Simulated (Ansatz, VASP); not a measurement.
## SrO in VASP and in Ansatz

The input POSCAR:

```
SrO
1.0
    0.0161259231      2.5801476905      2.5801476905
    2.5801476905      0.0161259231      2.5801476905
    2.5962736136      2.5962736136      0.0000000000
Sr O
1 1
Direct
    0.0000000000      0.0000000000      0.0000000000
    0.5000000000      0.5000000000      0.5000000000
```

The input INCAR.step1:

```
PREC = Accurate
ENCUT = 520
ISMEAR = 0
SIGMA = 0.05
LREAL = F
LASPH = T
NELM = 100
NBANDS = 15
GGA = PE
ALGO = Normal
EDIFF = 1E-4
LWAVE = T
LCHARG = F
```

The input INCAR.step2:

```
PREC = Accurate
ENCUT = 520
EDIFF = 1E-6
ISMEAR = 0
SIGMA = 0.05
LREAL = F
LASPH = T
NELM = 100
ALGO = Normal
ISIF = 2
LWAVE = F
LCHARG = F
METAGGA = R2SCAN
LMIXTAU = T
NBANDS = 15
ISTART = 1
```

Contents of KPOINTS:

```
Automatic mesh
0
Gamma
  8 8 8
```

Input for Ansatz:

```yaml
crystal:
  lattice:
    - [0.0161259231, 2.5801476905, 2.5801476905]
    - [2.5801476905, 0.0161259231, 2.5801476905]
    - [2.5962736136, 2.5962736136, 0.0]
  atoms:
    - { symbol: Sr, position: [0.0, 0.0, 0.0] }
    - { symbol: O, position: [0.5, 0.5, 0.5] }
basis:
  ecutwfc: 500
kpoints:
  mp_grid: { grid: [8, 8, 8] }
hamiltonian:
  xc: r2scan
scf:
  occupations: { method: gaussian, width: 0.05 }
output:
  forces: true
  stress: true
  eigenvalues: true
```

Change from the starting cell: strain +0.0125 x Voigt [0, 0, 0, 0, 0, 1], atoms carried along.

Alike in both runs: task single point; functional r2SCAN; k mesh 8 × 8 × 8; occupations gaussian, width 0.05 eV; no spin polarisation.

|  | VASP | Ansatz |
| --- | --- | --- |
| version | VASP 6.6.1 | Ansatz 0.2.0 |
| potentials or method | VASP PAW PBE potentials, release 64 (Sr_sv, O), cutoff 520 eV | scalar-relativistic, plane waves, PAW |
| valence electrons in the cell | 16 | 16 |

```csv
,VASP,Ansatz,Ansatz less VASP
gap on the k mesh at the Fermi level (eV),3.73,3.78,+0.052
least direct gap on the mesh (eV),3.82,3.86,+0.040
pressure (GPa),0.5,0.0,-0.52
"traceless stress, the component that is largest in VASP (GPa)",-0.69,-0.69,-0.001
```

VASP's potentials were made for PBE, not for r2SCAN.
